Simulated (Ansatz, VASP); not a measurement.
Ni in VASP and in Ansatz

```
Ni
1.0
     0.00000    2.54708    2.54708
     2.54708    0.00000    2.54708
     2.54708    2.54708    0.00000
Ni
2
Cartesian
  0.6368 0.6368 0.6368
  4.4574 4.4574 4.4574
```

Alike in both runs: task single point; functional RPBE; k mesh 12 × 12 × 12; occupations fermi-dirac, width 0.05 eV; collinear spin.

|  | VASP | Ansatz |
| --- | --- | --- |
| version | VASP 6.6.1 | Ansatz 0.2.0 |
| potentials or method | VASP PAW PBE potentials, release 64 (Ni), cutoff 520 eV | plane waves (420 eV) with PAW, scalar-relativistic |
| valence electrons in the cell | 20 | 36 |

Ansatz gave:

| Property | Result |
| --- | --- |
| pressure (GPa) | 3.6 |
| net moment per atom (μB) | 0.80 |
| size of the moment on the site where the two differ most (μB) | 0.84 |

**Question.** What did VASP give for the same quantities?

**Answer.** Pressure (GPa): 3.7; net moment per atom (μB): 0.78; size of the moment on the site where the two differ most (μB): 0.79.

VASP's potentials were made for PBE, not for RPBE. Site moments also hang on the region over which each program counts them. VASP's potentials hold 20 valence electrons a cell and Ansatz's 36, so a difference there can come from the potentials and not from the codes.
